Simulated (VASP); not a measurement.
Runs of VASP 6.6.1 on AlNi. The structure is that of space group Pm-3m (No. 221), or close to it. The cells are those of the table. 

```csv
cell,further INCAR settings,gap on the mesh (eV),pressure (GPa)
"a = 2.937, b = 2.937, c = 3.132 Å, 2 atoms",ALGO = Fast; EDIFF = 1e-07; NBANDS = 14,none,-13.6
"a = 2.985, b = 2.985, c = 2.900 Å, 2 atoms",ALGO = Fast; EDIFF = 1e-07; NBANDS = 14,none,-9.0
"a = 3.033, b = 3.033, c = 2.823 Å, 2 atoms",ALGO = Fast; EDIFF = 1e-06; NBANDS = 14,none,(c)
"a = 2.985, b = 2.985, c = 3.055 Å, 2 atoms",ALGO = Fast; EDIFF = 1e-06; NBANDS = 14,none,-14.4
"a = 2.985, b = 2.985, c = 2.978 Å, 2 atoms",ALGO = Fast; EDIFF = 1e-06; NBANDS = 14,none,(b)
"a = 2.889, b = 2.889, c = 3.132 Å, 2 atoms",ALGO = Fast; EDIFF = 1e-06; NBANDS = 14,none,-10.2
"a = 3.033, b = 3.033, c = 2.900 Å, 2 atoms",ALGO = Fast; EDIFF = 1e-07; NBANDS = 14,none,-12.5
"a = 2.937, b = 2.937, c = 3.055 Å, 2 atoms",ALGO = Fast; EDIFF = 1e-06; NBANDS = 14,none,(a)
```

Alike in all rows: task single point; level PBE; potentials or basis VASP PAW PBE potentials, release 64 (Al, Ni); no spin polarisation; k mesh 16 × 16 × 16; cutoff (eV) 520; smearing gaussian 0.15 eV.

Problem. Estimate the missing entries.

Solution. (a) -11.3; (b) -11.2; (c) -9.4.

Caveats: the cell stands under tension (at least some runs); the stress differs along the axes, from -11 to -6 GPa (at least some runs).

A gap of «none» marks levels without a gap at the run's occupations.
